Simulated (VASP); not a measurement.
Here is a VASP 6.6.1 calculation.

File INCAR:

```
PREC     = Accurate       # precision mode
ENCUT    = 520            # plane-wave cutoff, eV
EDIFF    = 1E-7           # SCF threshold, eV
ISMEAR   = 1              # smearing method
SIGMA    = 0.05           # smearing width, eV
LREAL    = False          # projectors in reciprocal space
LASPH    = True           # aspherical terms in the spheres
NELM     = 100            # most SCF steps
ALGO     = Normal         # electronic algorithm
ISIF     = 2              # what is computed and relaxed
LWAVE    = False          # write WAVECAR
LCHARG   = False          # write CHGCAR
NBANDS   = 16             # bands
```

File KPOINTS:

```
Automatic mesh
0
Gamma
  6 6 6
```

POSCAR

```
CaMg3
1.0
   -2.6948494020      2.6948494020      3.7972893280
    2.6948494020     -2.6948494020      3.7972893280
    2.6948494020      2.6948494020     -3.7972893280
Ca Mg
1 3
Direct
    0.0000000000      0.0000000000      0.0000000000
    0.5000000000      0.5000000000      0.0000000000
    0.2500000000      0.7500000000      0.5000000000
    0.7500000000      0.2500000000      0.5000000000
```

Potentials or basis: VASP PAW LDA potentials, release 64 (Ca_sv, Mg).

Launch:

```bash
$ cat potpaw_LDA.64/Ca_sv/POTCAR potpaw_LDA.64/Mg/POTCAR > POTCAR
$ mpirun -np 1 vasp_std > vasp.out
```

Q: Predict the pressure.

A: -3.7 GPa.

Q: Estimate the band gap on the k mesh.

A: Zero (band 8 reaches 2.55 eV, above the bottom of band 9 at 1.33 eV).
